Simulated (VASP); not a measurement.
# BP (F-43m) in VASP: further runs, part 2 of 2

VASP 6.6.1. Earlier steps stand in the parts before.

## (4) G0W0 quasiparticle levels, PBE

The input, POSCAR:

```
BP
1.0
    0.0000000000      2.2690000000      2.2690000000
    2.2690000000      0.0000000000      2.2690000000
    2.2690000000      2.2690000000      0.0000000000
B P
1 1
Direct
    0.0000000000      0.0000000000      0.0000000000
    0.2500000000      0.2500000000      0.2500000000
```

The input, INCAR.step1:

```
SYSTEM = BP
  ALGO = Normal
  EDIFF = 1E-8
  ENCUT = 500
  GGA = PE
  ISMEAR = 0
  LASPH = .True.
  LCHARG = .False.
  LREAL = .False.
  LWAVE = .True.
  NELM = 100
  PREC = Accurate
  SIGMA = 0.01
```

The input, INCAR.step2:

```
SYSTEM = BP
  ALGO = Exact
  EDIFF = 1E-8
  ENCUT = 500
  GGA = PE
  ISMEAR = 0
  ISTART = 1
  LASPH = .True.
  LCHARG = .False.
  LOPTICS = .True.
  LREAL = .False.
  LWAVE = .True.
  NBANDS = 638
  NELM = 1
  PREC = Accurate
  SIGMA = 0.01
```

The input, INCAR.step3:

```
SYSTEM = BP
  ALGO = EVGW0
  EDIFF = 1E-8
  ENCUT = 500
  ENCUTGW = 200
  GGA = PE
  ISMEAR = 0
  ISTART = 1
  LASPH = .True.
  LCHARG = .False.
  LREAL = .False.
  LWAVE = .False.
  NBANDS = 638
  NBANDSGW = 12
  NELMGW = 1
  NOMEGA = 48
  PREC = Accurate
  PRECFOCK = Fast
  SIGMA = 0.01
```

The input, KPOINTS:

```
k-points
0
Gamma
  2 2 2
  0 0 0
```

Potentials or basis: VASP PAW PBE potentials, release 64 (B_GW, P_GW).

The run is started by

```bash
$ cat potpaw_PBE.64/B_GW/POTCAR potpaw_PBE.64/P_GW/POTCAR > POTCAR
$ cp INCAR.step1 INCAR
$ mpirun -np 1 vasp_std > vasp.out
$ cp INCAR.step2 INCAR
$ mpirun -np 1 vasp_std > vasp.out
$ cp INCAR.step3 INCAR
$ mpirun -np 1 vasp_std > vasp.out
```

OUTCAR:

```text
SYSTEM = BP
   EDIFF = 1E-8
   ENCUT = 500
   ENCUTGW = 200
   GGA = PE
   ISMEAR = 0
   ISTART = 1
   LASPH = .True.
   LREAL = .False.
   NELMGW = 1
   PREC = Accurate
   PRECFOCK = Fast

 ion  position               nearest neighbor table
   1  0.000  0.000  0.000-   2 1.97   2 1.97   2 1.97   2 1.97
   2  0.250  0.250  0.250-   1 1.97   1 1.97   1 1.97   1 1.97

  LATTYP: Found a face centered cubic cell.
 ALAT       =     4.5380000000

  Lattice vectors:

 A1 = (   0.0000000000,   2.2690000000,   2.2690000000)
 A2 = (   2.2690000000,   0.0000000000,   2.2690000000)
 A3 = (   2.2690000000,   2.2690000000,   0.0000000000)

Analysis of symmetry for initial positions (statically):
=====================================================================
 Subroutine PRICEL returns:
 Original cell was already a primitive cell.

 Routine SETGRP: Setting up the symmetry group for a
 face centered cubic supercell.

 Subroutine GETGRP returns: Found 24 space group operations
 (whereof 24 operations were pure point group operations)
 out of a pool of 48 trial point group operations.

The static configuration has the point symmetry T_d .

Analysis of symmetry for dynamics (positions and initial velocities):
=====================================================================
 Subroutine PRICEL returns:
 Original cell was already a primitive cell.

 Routine SETGRP: Setting up the symmetry group for a
 face centered cubic supercell.

[... 98 lines left out ...]
   EFERMI_NEDOS =   21; number of points for ismear=-14 and -15
   IALGO  =     38    algorithm
   IMIX   =      4    mixing-type and parameters
     AMIX     =   0.40;   BMIX     =  1.00
     AMIX_MAG =   1.60;   BMIX_MAG =  1.00
  volume/ion in A,a.u.               =      11.68        78.83
  Fermi-wavevector in a.u.,A,eV,Ry     =   1.145320  2.164342 17.847562  1.311759
  Thomas-Fermi vector in A             =   2.282009
   LORBIT       =      0    0 simple, 1 ext, 2 COOP (PROOUT), +10 PAW based schemes
   GGA     = PE    functional components
   LHFCALC =     T    Hartree Fock is set to
   PRECFOCK=fast      Normal, Fast or Accurate (Low or Medium for compatibility)
   ENCUT4O =  -1.0   cutoff for four orbital integrals eV
   NKREDX  =     1    reduce k-point grid by
   NKREDY  =     1    reduce k-point grid by
   NKREDZ  =     1    reduce k-point grid by
   AEXX    =    1.0000 exact exchange contribution
   HFSCREEN=    0.0000 screening length (either q_TF or 0.3 A-1)
   HFSCREENC=   0.0000 screening length for correlation (either q_TF or 0.3 A-1)
   ENCUTFOCK=  -1.0 apply spherical cutoff to Coloumb kernel
   IVDW    =     0    specifies the selected vdW correction
   LEPSILON=     F    determine dielectric tensor
   LRPA    =     F    only Hartree local field effects (RPA)
   LRPAFORCE           =     F    calculate RPA forces
   ENCUTGW             = 200.0    cutoff for response function in eV
   ENCUTGWSOFT         = 160.0    soft cutoff for Coulomb kernel in GW response function in eV
   ENCUTLF             =  -1.0    cutoff for local field effects
   NELMGW              =     1    number of iterations in solving QP/BSE equation
   NELMHF              =     1    number of iterations in the inner HF iteration
   NKREDLFX            =     1    NKREDLFY  =   1   NKREDLFZ  =   1
 non-spin polarized calculation
 Gauss-broadening in eV      SIGMA  =   0.01
  energy-cutoff  :      500.00
  volume of cell :       23.36
 maximum number of plane-waves:       609
 NGX is ok and might be reduce to    24
  NGX = 14; NGY = 14; NGZ = 14
   NGX = 11   NGY = 11   NGZ = 11
 maximum number of plane-waves:       169

 QP shifts <psi_nk| G(iteration)W_0 |psi_nk>: iteration 1
 for sc-GW calculations column KS-energies equals QP-energies in previous step
 and V_xc(KS)=  KS-energies - (<T + V_ion + V_H > + <T+V_H+V_ion>^1  + <V_x>^1)

 k-point   1 :       0.0000    0.0000    0.0000
  band No.  KS-energies  QP-energies   sigma(KS)   V_xc(KS)     V^pw_x(r,r')   Z            occupation Imag(sigma)

      1      -8.1016      -9.2218     -13.5286     -12.0042     -20.2185       0.7348       2.0000       1.2513
      2       7.4817       6.6992     -14.3861     -13.3950     -16.7942       0.7895       2.0000       0.1012
      3       7.4817       6.6992     -14.3861     -13.3950     -16.7942       0.7895       2.0000       0.1012
      4       7.4817       6.6992     -14.3861     -13.3950     -16.7942       0.7895       2.0000       0.1012
      5      10.7368      10.8678     -11.8366     -12.0017      -6.0463       0.7937       0.0000      -0.1137
      6      10.7368      10.8678     -11.8366     -12.0017      -6.0463       0.7937       0.0000      -0.1137
      7      10.7368      10.8678     -11.8366     -12.0017      -6.0463       0.7937       0.0000      -0.1137
      8      14.8668      14.9209     -12.6147     -12.6808      -5.3502       0.8180       0.0000      -0.3797
      9      18.8789      18.3684      -9.7682      -9.1350      -3.0251       0.8063       0.0000      -0.3497
     10      19.2954      19.5497     -11.3902     -11.7263      -4.7562       0.7566       0.0000      -0.1873
     11      19.2954      19.5497     -11.3902     -11.7263      -4.7562       0.7566       0.0000      -0.1873
     12      22.9338      22.7385      -9.9149      -9.6845      -2.5387       0.8478       0.0000      -0.8604
[... 20 lines left out ...]
      1      -3.2228      -4.1857     -13.9088     -12.6978     -18.9795       0.7952       2.0000       0.7187
      2      -1.1768      -2.2561     -13.8361     -12.3546     -18.0234       0.7286       2.0000       0.4913
      3       3.2821       2.4647     -13.5568     -12.5002     -16.6435       0.7737       2.0000       0.1794
      4       3.2821       2.4647     -13.5568     -12.5002     -16.6435       0.7737       2.0000       0.1794
      5       8.6342       8.4549     -10.8661     -10.6398      -5.3861       0.7922       0.0000      -0.0815
      6       8.9781       8.7947     -10.6758     -10.4474      -5.1543       0.8028       0.0000      -0.0953
      7      19.5330      19.9551     -12.2579     -12.8190      -4.7160       0.7524       0.0000      -0.4550
      8      19.5330      19.9551     -12.2579     -12.8190      -4.7160       0.7524       0.0000      -0.4550
      9      22.7940      23.1703     -11.8757     -12.3468      -4.1696       0.7987       0.0000      -0.5581
     10      23.7750      24.1654     -11.6013     -12.1176      -4.0134       0.7561       0.0000      -0.5790
     11      25.2378      25.4550     -12.1033     -12.3719      -4.7599       0.8088       0.0000      -0.6137
     12      25.2378      25.4550     -12.1033     -12.3719      -4.7599       0.8088       0.0000      -0.6137
```

OUTCAR.step1:

```text
SYSTEM = BP
   EDIFF = 1E-8
   ENCUT = 500
   GGA = PE
   ISMEAR = 0
   LASPH = .True.
   LREAL = .False.
[... 230 lines left out ...]
      0.00000      0.00000      0.00000         0.000000     -0.000000     -0.000000
      1.13450      1.13450      1.13450        -0.000000      0.000000      0.000000
 -----------------------------------------------------------------------------------
    total drift:                                0.000000      0.000000      0.000000

  FREE ENERGIE OF THE ION-ELECTRON SYSTEM (eV)
  ---------------------------------------------------
  free  energy   TOTEN  =       -10.0350791888 eV

  energy  without entropy=      -10.0350791888  energy(sigma->0) =      -10.03507919
```

OUTCAR.step2:

```text
SYSTEM = BP
   EDIFF = 1E-8
   ENCUT = 500
   GGA = PE
[... 590 lines left out ...]
  --------------------------------------------------------------------------------------------------------------
     0.00000    37.27142    37.27142    37.27142     0.00000    -0.00000     0.00000
     5.99074   -22.23175   -22.23175   -22.23175     0.00000     0.00000     0.00000
    11.98149    -5.76375    -5.76375    -5.76375    -0.00000     0.00000    -0.00000
    17.97223    -1.71362    -1.71362    -1.71362    -0.00000     0.00000    -0.00000
    23.96297    -0.57362    -0.57362    -0.57362    -0.00000     0.00000    -0.00000
    29.95371    -0.05895    -0.05895    -0.05895    -0.00000     0.00000    -0.00000
[... 92 lines left out ...]
   587.09281     0.99738     0.99738     0.99738    -0.00000     0.00000    -0.00000
   593.08356     0.99743     0.99743     0.99743    -0.00000     0.00000    -0.00000
```

Wall time 17 s (1 thread of Intel Xeon Platinum 8488C (Sapphire Rapids), shared host); peak memory 0.21 GiB.

Results:

```yaml
Quasiparticle_gap: 1.76 eV
Least_direct_quasiparticle_gap: 4.17 eV
Band_gap_of_the_starting_levels_on_the_mesh: 1.15 eV
Least_direct_gap_of_the_starting_levels_on_the_mesh: 3.26 eV
```

Caveat: the k points lie up to 1.20 Å⁻¹ apart, too coarse for converged energies, forces and pressures; bands, screening cutoff and mesh are small and nothing is extrapolated, so the quasiparticle values aren't converged.
